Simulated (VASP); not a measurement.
# CdSe (zincblende type) (F-43m) in VASP: further runs, part 2 of 2

VASP 6.6.1. The steps go on from the part before.

## Step 3: Single point, LDA (volume scaled by 0.8)

The input, INCAR:

```
PREC = Accurate
ENCUT = 500
EDIFF = 1E-6
ISMEAR = -1
SIGMA = 0.05
LREAL = F
LASPH = T
NELM = 120
ALGO = Normal
ISIF = 2
LWAVE = F
LCHARG = F
NBANDS = 16
GGA_COMPAT = F
```

The input, KPOINTS:

```
regular mesh
0
Gamma
  11 11 11
```

The input, POSCAR:

```
CdSe
1.0
    0.0000000000      2.7890170827      2.7890170827
    2.7890170827      0.0000000000      2.7890170827
    2.7890170827      2.7890170827      0.0000000000
Cd Se
1 1
Direct
    0.0000000000      0.0000000000      0.0000000000
    0.2500000000      0.2500000000      0.2500000000
```

Potentials or basis: VASP PAW LDA potentials, release 64 (Cd, Se).

Started as:

```sh
$ cat potpaw_LDA.64/Cd/POTCAR potpaw_LDA.64/Se/POTCAR > POTCAR
$ mpirun -np 1 vasp_std > vasp.out
```

OUTCAR:

```text
PREC = Accurate
   ENCUT = 500
   EDIFF = 1E-6
   ISMEAR = -1
   LREAL = F
   LASPH = T
   NELM = 120
   ISIF = 2

 ion  position               nearest neighbor table
   1  0.000  0.000  0.000-   2 2.42   2 2.42   2 2.42   2 2.42
   2  0.250  0.250  0.250-   1 2.42   1 2.42   1 2.42   1 2.42

  LATTYP: Found a face centered cubic cell.
 ALAT       =     5.5780341654

  Lattice vectors:

 A1 = (   0.0000000000,   2.7890170827,   2.7890170827)
 A2 = (   2.7890170827,   0.0000000000,   2.7890170827)
[... 640 lines left out ...]

------------------------ aborting loop because EDIFF is reached ----------------------------------------

  FORCE on cell =-STRESS in cart. coord.  units (eV):
  Direction    XX          YY          ZZ          XY          YZ          ZX
  --------------------------------------------------------------------------------------
  -------------------------------------------------------------------------------------
  Total        6.2302192      6.2302192      6.2302192     -0.0000000     -0.0000000     -0.0000000
  in kB      230.0543205    230.0543205    230.0543205     -0.0000000     -0.0000000     -0.0000000
  external PRESSURE =     230.0543205 kB  Pullay stress =       0.0000000 kB

 VOLUME and BASIS-vectors are now :
 -----------------------------------------------------------------------------
  energy-cutoff  :      500.00
  volume of cell :       43.39
      direct lattice vectors                 reciprocal lattice vectors
     0.000000000  2.789017083  2.789017083    -0.179274628  0.179274628  0.179274628
     2.789017083  0.000000000  2.789017083     0.179274628 -0.179274628  0.179274628
     2.789017083  2.789017083  0.000000000     0.179274628  0.179274628 -0.179274628

 POSITION                                       TOTAL-FORCE (eV/Angst)
 -----------------------------------------------------------------------------------
      0.00000      0.00000      0.00000        -0.000000     -0.000000     -0.000000
      1.39451      1.39451      1.39451         0.000000      0.000000      0.000000
 -----------------------------------------------------------------------------------
    total drift:                                0.000000      0.000000      0.000000

  FREE ENERGIE OF THE ION-ELECTRON SYSTEM (eV)
  ---------------------------------------------------
  free  energy   TOTEN  =        -6.1129803079 eV

  energy  without entropy=       -6.1129797239  energy(sigma->0) =       -6.11298002
```

Run time: 21 s. Hardware: 1 thread of AMD EPYC 9R45 (Zen 5), shared host; peak memory 0.14 GiB.

What came out:

* Free energy: -6.1130 eV
* Pressure: 23.0 GPa
* Band gap on the k mesh: 0.87 eV, direct

## Step 4: Single point, LDA (volume scaled by 0.88)

The input, INCAR:

```
SYSTEM = CdSe
ALGO = Normal
EDIFF = 1E-6
ENCUT = 500
GGA_COMPAT = .False.
ISIF = 2
ISMEAR = -1
LASPH = .True.
LCHARG = .False.
LREAL = .False.
LWAVE = .False.
NBANDS = 16
NELM = 120
PREC = Accurate
SIGMA = 0.05
```

The input, KPOINTS:

```
k-points
0
Gamma
  11 11 11
  0 0 0
```

The input, POSCAR:

```
CdSe
1.0
    0.0000000000      2.8790468762      2.8790468762
    2.8790468762      0.0000000000      2.8790468762
    2.8790468762      2.8790468762      0.0000000000
Cd Se
1 1
Direct
    0.0000000000      0.0000000000      0.0000000000
    0.2500000000      0.2500000000      0.2500000000
```

Potentials or basis: VASP PAW LDA potentials, release 64 (Cd, Se).

Started as:

```sh
$ cat potpaw_LDA.64/Cd/POTCAR potpaw_LDA.64/Se/POTCAR > POTCAR
$ mpirun -np 1 vasp_std > vasp.out
```

OUTCAR:

```text
SYSTEM = CdSe
   EDIFF = 1E-6
   ENCUT = 500
   ISIF = 2
   ISMEAR = -1
   LASPH = .True.
   LREAL = .False.
   NELM = 120
   PREC = Accurate

 ion  position               nearest neighbor table
   1  0.000  0.000  0.000-   2 2.49   2 2.49   2 2.49   2 2.49
   2  0.250  0.250  0.250-   1 2.49   1 2.49   1 2.49   1 2.49

  LATTYP: Found a face centered cubic cell.
 ALAT       =     5.7580937524

  Lattice vectors:

 A1 = (   0.0000000000,   2.8790468762,   2.8790468762)
 A2 = (   2.8790468762,   0.0000000000,   2.8790468762)
 A3 = (   2.8790468762,   2.8790468762,   0.0000000000)

[... 640 lines left out ...]

  FORCE on cell =-STRESS in cart. coord.  units (eV):
  Direction    XX          YY          ZZ          XY          YZ          ZX
  --------------------------------------------------------------------------------------
  -------------------------------------------------------------------------------------
  Total        3.2174042      3.2174042      3.2174042      0.0000000     -0.0000000     -0.0000000
  in kB      108.0040395    108.0040395    108.0040395      0.0000000     -0.0000000     -0.0000000
  external PRESSURE =     108.0040395 kB  Pullay stress =       0.0000000 kB

 VOLUME and BASIS-vectors are now :
 -----------------------------------------------------------------------------
  energy-cutoff  :      500.00
  volume of cell :       47.73
      direct lattice vectors                 reciprocal lattice vectors
     0.000000000  2.879046876  2.879046876    -0.173668586  0.173668586  0.173668586
     2.879046876  0.000000000  2.879046876     0.173668586 -0.173668586  0.173668586
     2.879046876  2.879046876  0.000000000     0.173668586  0.173668586 -0.173668586

 POSITION                                       TOTAL-FORCE (eV/Angst)
 -----------------------------------------------------------------------------------
      0.00000      0.00000      0.00000         0.000000      0.000000      0.000000
      1.43952      1.43952      1.43952        -0.000000     -0.000000     -0.000000
 -----------------------------------------------------------------------------------
    total drift:                               -0.000000     -0.000000     -0.000000

  FREE ENERGIE OF THE ION-ELECTRON SYSTEM (eV)
  ---------------------------------------------------
  free  energy   TOTEN  =        -6.5575678605 eV

  energy  without entropy=       -6.5575647256  energy(sigma->0) =       -6.55756629
```

stdout:

```text
POSCAR found type information on POSCAR CdSe
 POSCAR found :  2 types and       2 ions
 scaLAPACK will be used
 LDA part: xc-table for (Slater(with rela. corr.)+CA(PZ))
 , standard interpolation
 POSCAR, INCAR and KPOINTS ok, starting setup
 FFT: planning ... GRIDC
 FFT: planning ... GRID_SOFT
 FFT: planning ... GRID
 WAVECAR not read
 entering main loop
```

It took 20 s on 1 thread of AMD EPYC 9R45 (Zen 5), shared host; peak memory 0.14 GiB.

What came out:

```yaml
Free_energy: -6.5576 eV
Pressure: 10.8 GPa
Band_gap_on_the_k_mesh: 0.69 eV, direct
```

## Step 5: Single point, LDA (volume scaled by 0.94)

The input, INCAR:

```
PREC = Accurate
ENCUT = 500
EDIFF = 1E-6
ISMEAR = -1
SIGMA = 0.05
LREAL = F
LASPH = T
NELM = 120
ALGO = Normal
ISIF = 2
LWAVE = F
LCHARG = F
NBANDS = 16
GGA_COMPAT = F
```

The input, KPOINTS:

```
regular mesh
0
Gamma
  11 11 11
```

The input, POSCAR:

```
CdSe
1.0
    0.0000000000      2.9430465398      2.9430465398
    2.9430465398      0.0000000000      2.9430465398
    2.9430465398      2.9430465398      0.0000000000
Cd Se
1 1
Direct
    0.0000000000      0.0000000000      0.0000000000
    0.2500000000      0.2500000000      0.2500000000
```

Started as:

```sh
$ cat potpaw_LDA.64/Cd/POTCAR potpaw_LDA.64/Se/POTCAR > POTCAR
$ mpirun -np 1 vasp_std > vasp.out
```

Run time: 21 s. Hardware: 1 thread of AMD EPYC 9R45 (Zen 5), shared host; peak memory 0.15 GiB.

Results (log left out):

* Free energy: -6.7120 eV
* Pressure: 4.7 GPa
* Band gap on the k mesh: 0.56 eV, direct

Levels at points of the mesh, in eV from the valence-band top:
| k point | band 6 | band 7 | band 8 | band 9 | band 10 | band 11 | band 12 | band 13 |
| --- | --- | --- | --- | --- | --- | --- | --- | --- |
| (0.00, 0.00, 0.00) | -7.86 | 0.00 | 0.00 | 0.00 | 0.56 | 5.78 | 5.78 | 5.78 |

## Step 6: Summary

```tsv
cell	gap on the mesh (eV)	pressure (GPa)
a = 3.808 Å, angles 60.0°, 2 atoms	1.04	42.9
a = 3.944 Å, angles 60.0°, 2 atoms	0.87	23.0
a = 4.072 Å, angles 60.0°, 2 atoms	0.69	10.8
a = 4.162 Å, angles 60.0°, 2 atoms	0.56	4.7
```

Alike in all rows: task single point; level LDA; potentials or basis VASP PAW LDA potentials, release 64 (Cd, Se); no spin polarisation; k mesh 11 × 11 × 11; cutoff (eV) 500; smearing fermi-dirac 0.05 eV.

Absolute energies hang on the potentials; compare differences alone.
